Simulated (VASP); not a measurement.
A run of VASP 6.6.1 is set up as follows.

The input INCAR:

```
SYSTEM = TaSi2
PREC = Accurate ; ENCUT = 600
EDIFF = 1E-6 ; ISMEAR = 0
SIGMA = 0.1 ; LREAL = .False.
LASPH = .True. ; NELM = 60
ALGO = Normal ; ISIF = 3
LWAVE = .False. ; LCHARG = .False.
GGA = PE ; IBRION = 2
NSW = 100 ; EDIFFG = -0.01
```

Contents of KPOINTS:

```
Automatic mesh
0
Gamma
  18 18 8
  0 0 0
```

Contents of POSCAR:

```
TaSi2
1.0
    2.9919449136      0.0000000000      0.0000000000
   -1.4959724568      2.5911003019      0.0000000000
    0.0000000000      0.0000000000      6.3477110547
Ta Si
1 2
Direct
    0.6666666667      0.3333333333      0.5000000000
    0.3333333333      0.6666666667      0.1832108807
    0.3333333333      0.6666666667      0.8167891193
```

Potentials or basis: VASP PAW PBE potentials, release 64 (Ta_pv, Si).

Command:

```bash
$ cat potpaw_PBE.64/Ta_pv/POTCAR potpaw_PBE.64/Si/POTCAR > POTCAR
$ mpirun -np 1 vasp_std > vasp.out
```

Q: Estimate the relaxed cell.

A: a = 2.991 Å, b = 2.991 Å, c = 6.355 Å, α = 90.00°, β = 90.00°, γ = 120.00°.

Q: Predict the space group after relaxing (to 0.05 Å).

A: P-6m2 (No. 187).

Q: Predict the relaxed volume.

A: 16.41 Å³/atom.

Forces on the atoms (eV/Å):
```
Ta   0.000  0.000  0.000
Si   0.000  0.000  0.010
Si   0.000  0.000 -0.010
```
